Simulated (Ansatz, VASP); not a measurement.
**LiF: VASP beside Ansatz**

The input INCAR:

```
PREC = Accurate
ENCUT = 520
EDIFF = 1E-6
ISMEAR = 0
SIGMA = 0.05
LREAL = F
LASPH = T
NELM = 80
ALGO = Normal
ISIF = 2
LWAVE = F
LCHARG = F
GGA = CA
NBANDS = 18
```

File KPOINTS:

```
regular mesh
0
Gamma
  9 9 6
```

The input POSCAR:

```
LiF
1.0
    3.0631065845      0.0000000000      0.0000000000
   -1.5315532922      2.6527281167      0.0000000000
    0.0000000000      0.0000000000      4.5591278403
Li F
2 2
Direct
    0.3333333333      0.6666666667      0.4120529761
    0.6666666667      0.3333333333      0.9120529761
    0.3333333333      0.6666666667      0.9910195924
    0.6666666667      0.3333333333      0.4910195924
```

Input for Ansatz:

```yaml
crystal:
  lattice:
    - [3.0631065845, 0.0, 0.0]
    - [-1.5315532922, 2.6527281167, 0.0]
    - [0.0, 0.0, 4.5591278403]
  atoms:
    - { symbol: Li, position: [0.3333333333, 0.6666666667, 0.4120529761] }
    - { symbol: Li, position: [0.6666666667, 0.3333333333, 0.9120529761] }
    - { symbol: F, position: [0.3333333333, 0.6666666667, 0.9910195924] }
    - { symbol: F, position: [0.6666666667, 0.3333333333, 0.4910195924] }
basis:
  ecutwfc: 520.0
kpoints:
  mp_grid: { grid: [9, 9, 6] }
hamiltonian:
  xc: lda
scf:
  occupations: { method: gaussian, width: 0.05 }
output:
  forces: true
  stress: true
  eigenvalues: true
```

Alike in both runs: task single point; functional LDA; k mesh 9 × 9 × 6; occupations gaussian, width 0.05 eV; no spin polarisation.

|  | VASP | Ansatz |
| --- | --- | --- |
| version | VASP 6.6.1 | Ansatz 0.2.0 |
| potentials or method | VASP PAW LDA potentials, release 64 (Li_sv, F), cutoff 520 eV | scalar-relativistic, plane waves, PAW |
| valence electrons in the cell | 20 | 20 |

|  | VASP | Ansatz | Ansatz less VASP |
| --- | --- | --- | --- |
| gap on the k mesh at the Fermi level (eV) | 7.65 | 7.67 | +0.016 |
| least direct gap on the mesh (eV) | 7.65 | 7.67 | +0.016 |
| rms of the force components (eV/Å) | 0.104 | 0.105 | +0.0014 |

LDA's correlation is that of Perdew and Zunger in VASP and of Perdew and Wang (1992) in Ansatz. Atom by atom the forces differ by 0.001 eV/Å (rms over components).

Noted on VASP's run: the cutoff is short for stress, so the pressure is rough.
